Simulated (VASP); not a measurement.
# InP in VASP: notebook

Runs on InP. Level: PBE. Tasks: single point.

Everything below comes from runs of VASP 6.6.1. Logs are shortened: lines on timing, memory, paths and dates and some standing lists are left out, and cuts for length are marked.

## Step 1: The cell of the first run

Symmetry: Fm-3m, No. 225, cubic system. The conventional cell has a = 5.949 Å, b = 5.949 Å, c = 5.949 Å, α = 90.00°, β = 90.00°, γ = 90.00°. In (site symmetry m-3m) has 6 P at 2.97 Å within 3.9 Å. P (site symmetry m-3m) has 6 In at 2.97 Å within 3.9 Å.

## Step 2: Single point, PBE (strained)

Contents of INCAR:

```
PREC = Accurate
ENCUT = 500
EDIFF = 1E-6
ISMEAR = 0
SIGMA = 0.1
LREAL = False
LASPH = True
NELM = 120
ALGO = Normal
ISIF = 2
LWAVE = False
LCHARG = False
GGA = PE
NBANDS = 16
GGA_COMPAT = False
```

Contents of KPOINTS:

```
Automatic mesh
0
Gamma
  12 12 12
```

Contents of POSCAR:

```
InP
1.0
    0.0000000000      2.9743675500      2.9743675500
    2.9743675500      0.0000000000      2.9743675500
    2.9743675500      2.9743675500      0.0000000000
In P
1 1
Direct
    0.0000000000      0.0000000000      0.0000000000
    0.5000000000      0.5000000000      0.5000000000
```

Potentials or basis: VASP PAW PBE potentials, release 64 (In_d, P).

Command:

```console
cat potpaw_PBE.64/In_d/POTCAR potpaw_PBE.64/P/POTCAR > POTCAR
mpirun -np 1 vasp_std > vasp.out
```

OUTCAR:

```text
PREC = Accurate
   ENCUT = 500
   EDIFF = 1E-6
   ISMEAR = 0
   LREAL = False
   LASPH = True
   NELM = 120
   ISIF = 2
   GGA = PE

 ion  position               nearest neighbor table
   1  0.000  0.000  0.000-   2 2.97   2 2.97   2 2.97   2 2.97   2 2.97   2 2.97
   2  0.500  0.500  0.500-   1 2.97   1 2.97   1 2.97   1 2.97   1 2.97   1 2.97

  LATTYP: Found a face centered cubic cell.
 ALAT       =     5.9487351000

  Lattice vectors:

 A1 = (   0.0000000000,   2.9743675500,   2.9743675500)
 A2 = (   2.9743675500,   0.0000000000,   2.9743675500)
 A3 = (   2.9743675500,   2.9743675500,   0.0000000000)

Analysis of symmetry for initial positions (statically):
=====================================================================
 Subroutine PRICEL returns:
 Original cell was already a primitive cell.

 Routine SETGRP: Setting up the symmetry group for a
 face centered cubic supercell.

 Subroutine GETGRP returns: Found 48 space group operations
 (whereof 48 operations were pure point group operations)
 out of a pool of 48 trial point group operations.

The static configuration has the point symmetry O_h .

Analysis of symmetry for dynamics (positions and initial velocities):
=====================================================================
 Subroutine PRICEL returns:
 Original cell was already a primitive cell.

 Routine SETGRP: Setting up the symmetry group for a
 face centered cubic supercell.

 Subroutine GETGRP returns: Found 48 space group operations
 (whereof 48 operations were pure point group operations)
 out of a pool of 48 trial point group operations.

The dynamic configuration has the point symmetry O_h .

 Subroutine INISYM returns: Found 48 space group operations
 (whereof 48 operations are pure point group operations),
 and found     1 'primitive' translations

----------------------------------------------------------------------------------------

                                     Primitive cell

  volume of cell :      52.6276

  direct lattice vectors                    reciprocal lattice vectors
     0.000000000  2.974367550  2.974367550    -0.168102964  0.168102964  0.168102964
     2.974367550  0.000000000  2.974367550     0.168102964 -0.168102964  0.168102964
     2.974367550  2.974367550  0.000000000     0.168102964  0.168102964 -0.168102964

  length of vectors
[... 75 lines left out ...]
   ICHARG =      2    charge: 1-file 2-atom 10-const
   ISPIN  =      1    spin polarized calculation?
   LNONCOLLINEAR =      F non collinear calculations
   LSORBIT =      F    spin-orbit coupling
   LASPH  =      T    aspherical Exc in radial PAW
   ENCUT  =  500.0 eV  36.75 Ry    6.06 a.u.   7.67  7.67  7.67*2*pi/ulx,y,z
   NELM   =    120;   NELMIN=  2; NELMDL= -5     # of ELM steps
   EDIFF  = 0.1E-05   stopping-criterion for ELM
   LREAL  =      F    real-space projection
   EDIFFG = 0.1E-04   stopping-criterion for IOM
   NSW    =      0    number of steps for IOM
   IBRION =     -1    ionic relax: 0-MD 1-quasi-New 2-CG
   NFREE  =      0    steps in history (QN), initial steepest desc. (CG)
   ISIF   =      2    stress and relaxation
   ISYM   =      2    0-nonsym 1-usesym 2-fastsym
   POTIM  = 0.5000    time-step for ionic-motion
   TEBEG  =    0.0;   TEEND  =   0.0 temperature during run
   PSTRESS=    0.0 pullay stress
   NELECT =      18.0000    total number of electrons
   NUPDOWN=      -1.0000    fix difference up-down
   EMIN   =  10.00;   EMAX   =-10.00  energy-range for DOS
   EFERMI =   0.00;   METHOD = LEGACY
   ISMEAR =     0;   SIGMA  =   0.10  broadening in eV -4-tet -1-fermi 0-gaus
   EFERMI_NEDOS =   21; number of points for ismear=-14 and -15
   IALGO  =     38    algorithm
   IMIX   =      4    mixing-type and parameters
     AMIX     =   0.40;   BMIX     =  1.00
     AMIX_MAG =   1.60;   BMIX_MAG =  1.00
  volume/ion in A,a.u.               =      26.31       177.57
  Fermi-wavevector in a.u.,A,eV,Ry     =   1.144883  2.163515 17.833927  1.310757
  Thomas-Fermi vector in A             =   2.281573
   LORBIT       =      0    0 simple, 1 ext, 2 COOP (PROOUT), +10 PAW based schemes
   GGA     = PE    functional components
   LHFCALC =     F    Hartree Fock is set to
   AEXX    =    0.0000 exact exchange contribution
   IVDW    =     0    specifies the selected vdW correction
   LEPSILON=     F    determine dielectric tensor
   LRPA    =     F    only Hartree local field effects (RPA)
 non-spin polarized calculation
 Gauss-broadening in eV      SIGMA  =   0.10
  energy-cutoff  :      500.00
  volume of cell :       52.63
 maximum number of plane-waves:      1363
   NGX = 15   NGY = 15   NGZ = 15

 number of electron      18.0000006 magnetization

 Free energy of the ion-electron system (eV)
  ---------------------------------------------------
  ext. energy  EPLUGINS =         0.00000000
  ---------------------------------------------------
  free energy    TOTEN  =        -7.55409302 eV

  energy without entropy =       -7.54600300  energy(sigma->0) =       -7.55004801

 E-fermi :   4.6643     XC(G=0):  -9.4338

 val. band max:        4.6300667696   @ k =  -0.2500   0.2500   0.0000
 cond. band min:       4.6668702468   @ k =  -0.3333   0.1667   0.0000
 fundamental gap:      0.0368034772
 Fermi energy:         4.6643433282

 k-point     1 :       0.0000    0.0000    0.0000
  band No.  band energies     occupation
      1      -9.3820      2.00000
      2      -9.3820      2.00000
      3      -9.3745      2.00000
      4      -9.3745      2.00000
      5      -9.3745      2.00000
      6      -5.9473      2.00000
[... 433 lines left out ...]
      3      -9.3670      2.00000
      4      -9.3446      2.00000
      5      -9.3361      2.00000
      6      -4.3677      2.00000
[... 8 lines left out ...]
     15      14.8232      0.00000
     16      15.1323      0.00000

 [... further k-points ...]
[... 5 lines left out ...]
  --------------------------------------------------------------------------------------
  -------------------------------------------------------------------------------------
  Total       -3.0483882     -3.0483882     -3.0483882      0.0000000      0.0000000     -0.0000000
  in kB      -92.8040549    -92.8040549    -92.8040549      0.0000000      0.0000000     -0.0000000
  external PRESSURE =     -92.8040549 kB  Pullay stress =       0.0000000 kB

 VOLUME and BASIS-vectors are now :
 -----------------------------------------------------------------------------
  energy-cutoff  :      500.00
  volume of cell :       52.63
      direct lattice vectors                 reciprocal lattice vectors
     0.000000000  2.974367550  2.974367550    -0.168102964  0.168102964  0.168102964
     2.974367550  0.000000000  2.974367550     0.168102964 -0.168102964  0.168102964
     2.974367550  2.974367550  0.000000000     0.168102964  0.168102964 -0.168102964

 POSITION                                       TOTAL-FORCE (eV/Angst)
 -----------------------------------------------------------------------------------
      0.00000      0.00000      0.00000        -0.000000     -0.000000     -0.000000
      2.97437      2.97437      2.97437         0.000000      0.000000      0.000000
 -----------------------------------------------------------------------------------
    total drift:                                0.000000     -0.000000     -0.000000

  FREE ENERGIE OF THE ION-ELECTRON SYSTEM (eV)
  ---------------------------------------------------
  free  energy   TOTEN  =        -7.5540930232 eV

  energy  without entropy=       -7.5460029977  energy(sigma->0) =       -7.55004801
```

OSZICAR:

```text
N       E                     dE             d eps       ncg     rms          rms(c)
DAV:   1     0.108510085012E+03    0.10851E+03   -0.81336E+03  2320   0.119E+03
DAV:   2    -0.722180980240E+00   -0.10923E+03   -0.10485E+03  2528   0.295E+02
DAV:   3    -0.763571192556E+01   -0.69135E+01   -0.68510E+01  3000   0.709E+01
DAV:   4    -0.781555552898E+01   -0.17984E+00   -0.17977E+00  2832   0.124E+01
DAV:   5    -0.782529118942E+01   -0.97357E-02   -0.97354E-02  3528   0.250E+00    0.337E+00
DAV:   6    -0.755625156437E+01    0.26904E+00   -0.53890E-01  3552   0.912E+00    0.185E+00
DAV:   7    -0.755365167865E+01    0.25999E-02   -0.54696E-02  2840   0.152E+00    0.883E-01
DAV:   8    -0.755397137697E+01   -0.31970E-03   -0.59269E-03  2896   0.813E-01    0.884E-02
DAV:   9    -0.755403790823E+01   -0.66531E-04   -0.58163E-04  3504   0.290E-01    0.717E-02
DAV:  10    -0.755407607620E+01   -0.38168E-04   -0.62847E-05  2856   0.602E-02    0.277E-02
DAV:  11    -0.755409269468E+01   -0.16618E-04   -0.17234E-05  2856   0.261E-02    0.361E-03
DAV:  12    -0.755409302321E+01   -0.32853E-06   -0.89194E-07  2520   0.110E-02
   1 F= -.75540930E+01 E0= -.75500480E+01  d E =-.809003E-02
```

Run time: 54 s. Hardware: 1 thread of Intel Xeon 8259CL, shared host; peak memory 0.21 GiB.

Results:

```
Free energy            : -7.5541 eV
Pressure               : -9.3 GPa
Band gap on the k mesh : zero (bands 9 and 10 overlap by 1.95 eV)
```

Caveat: the cell differs from its parent crystal (strained); the cell stands under tension; spin-orbit coupling is left out, which moves the levels of the heavy elements.

## Step 3: Single point, PBE (strained and its atoms moved)

Contents of INCAR:

```
ALGO = Normal
EDIFF = 1E-6
ENCUT = 500
GGA = PE
GGA_COMPAT = F
ISIF = 2
ISMEAR = 0
LASPH = T
LCHARG = T
LELF = T
LREAL = F
LVHAR = T
LWAVE = F
NBANDS = 16
NELM = 120
PREC = Accurate
SIGMA = 0.1
```

Contents of KPOINTS:

```
k-points
0
Gamma
  12 12 12
```

Contents of POSCAR:

```
InP
1.0
    0.0000000000      2.9058475500      2.9486725500
    2.9486725500      0.0000000000      2.9486725500
    2.9486725500      2.9058475500      0.0000000000
In P
1 1
Direct
    0.0105078809     -0.0105078809      0.0105078809
    0.4894921191      0.5105078809      0.4894921191
```

Potentials or basis: VASP PAW PBE potentials, release 64 (In_d, P).

Command:

```console
cat potpaw_PBE.64/In_d/POTCAR potpaw_PBE.64/P/POTCAR > POTCAR
mpirun -np 1 vasp_std > vasp.out
```

It took 3.1 min on 1 thread of Intel Xeon 8259CL, shared host; peak memory 0.26 GiB.

It converged, with:

```
Free energy            : -7.6658 eV
Pressure               : -8.1 GPa
Largest force          : 0.053 eV/Å
Band gap on the k mesh : zero (bands 9 and 10 overlap by 2.10 eV)
```

Forces in eV/Å, atoms in the order of the input:
```
In   0.000 -0.053  0.000
P    0.000  0.053  0.000
```

Stress tensor (GPa, compression positive):
```
-8.54  0.00  0.00
 0.00 -7.18  0.00
 0.00  0.00 -8.54
```

Levels at points of the mesh, in eV from the Fermi level:
```
           k point  band 5  band 6  band 7  band 8  band 9  band 10  band 11  band 12  band 13  band 14
(0.00, 0.00, 0.00)  -14.06  -10.85   -0.71   -0.25   -0.10    -0.10     6.75     6.75     7.13     7.61
(0.50, 0.00, 0.00)  -14.02   -9.31   -5.77    0.10    0.11     2.36     3.39     3.52     3.97    10.17
(0.50, 0.50, 0.00)  -14.00   -8.69   -3.93   -2.66   -1.82    -1.69     4.14     8.36     8.67     8.74
(0.50, 0.00, 0.50)  -14.00   -8.58   -4.06   -2.62   -1.83    -1.83     4.14     8.43     8.43     8.86
```

Caveat: the cell differs from its parent crystal (strained and its atoms moved); the cell stands under tension; spin-orbit coupling is left out, which moves the levels of the heavy elements.

## Step 4: Single point, PBE (strained)

Contents of INCAR:

```
SYSTEM = InP
PREC = Accurate ; ENCUT = 500
EDIFF = 1E-6 ; ISMEAR = 0
SIGMA = 0.1 ; LREAL = .FALSE.
LASPH = .TRUE. ; NELM = 120
ALGO = Normal ; ISIF = 2
LWAVE = .FALSE. ; LCHARG = .FALSE.
GGA = PE ; NBANDS = 16
GGA_COMPAT = .FALSE.
```

Contents of KPOINTS:

```
regular mesh
0
G
  12 12 12
  0 0 0
```

Contents of POSCAR:

```
InP
1.0
    0.0000000000      2.9168964000      2.9597214000
    2.9597214000      0.0000000000      2.9597214000
    2.9597214000      2.9168964000      0.0000000000
In P
1 1
Direct
    0.0000000000      0.0000000000      0.0000000000
    0.5000000000      0.5000000000      0.5000000000
```

Command:

```console
cat potpaw_PBE.64/In_d/POTCAR potpaw_PBE.64/P/POTCAR > POTCAR
mpirun -np 1 vasp_std > vasp.out
```

Run time: 2.9 min. Hardware: 1 thread of Intel Xeon 8259CL, shared host; peak memory 0.26 GiB.

Results (log left out):

```
Free energy            : -7.6384 eV
Pressure               : -8.6 GPa
Band gap on the k mesh : zero (bands 9 and 10 overlap by 2.07 eV)
```

Stress tensor (GPa, compression positive):
```
-8.74  0.00  0.00
 0.00 -8.38  0.00
 0.00  0.00 -8.74
```

Levels at points of the mesh, in eV from the Fermi level:
```
           k point  band 6  band 7  band 8  band 9  band 10  band 11  band 12  band 13
(0.00, 0.00, 0.00)  -10.78   -0.79   -0.24   -0.11    -0.11     7.03     7.03     7.13
(0.50, 0.00, 0.00)   -9.28   -5.72    0.10    0.15     2.35     3.37     3.47     3.87
(0.50, 0.50, 0.00)   -8.67   -3.87   -2.64   -1.83    -1.68     4.22     8.22     8.58
(0.50, 0.00, 0.50)   -8.58   -3.89   -2.74   -1.80    -1.80     4.16     8.33     8.33
```

Caveat: the cell differs from its parent crystal (strained); the cell stands under tension; spin-orbit coupling is left out, which moves the levels of the heavy elements.

## Step 5: Overview

| cell | gap on the mesh (eV) | pressure (GPa) |
| --- | --- | --- |
| a = 4.206 Å, angles 60.0°, 2 atoms, strained | none | -9.3 |
| a = 4.140, b = 4.170 Å, angles 59.8, 60.5, 59.8°, 2 atoms, strained and its atoms moved | none | -8.1 |
| a = 4.156, b = 4.186 Å, angles 59.8, 60.5, 59.8°, 2 atoms, strained | none | -8.6 |

Alike in all rows: task single point; level PBE; potentials or basis VASP PAW PBE potentials, release 64 (In_d, P); no spin polarisation; k mesh 12 × 12 × 12; cutoff (eV) 500; smearing gaussian 0.1 eV.

Caveats: the cell stands under tension; spin-orbit coupling is left out, which moves the levels of the heavy elements.

Absolute energies hang on the potentials; compare differences alone.

The gap in the log of VASP goes by the Fermi energy; the results here count the filled bands.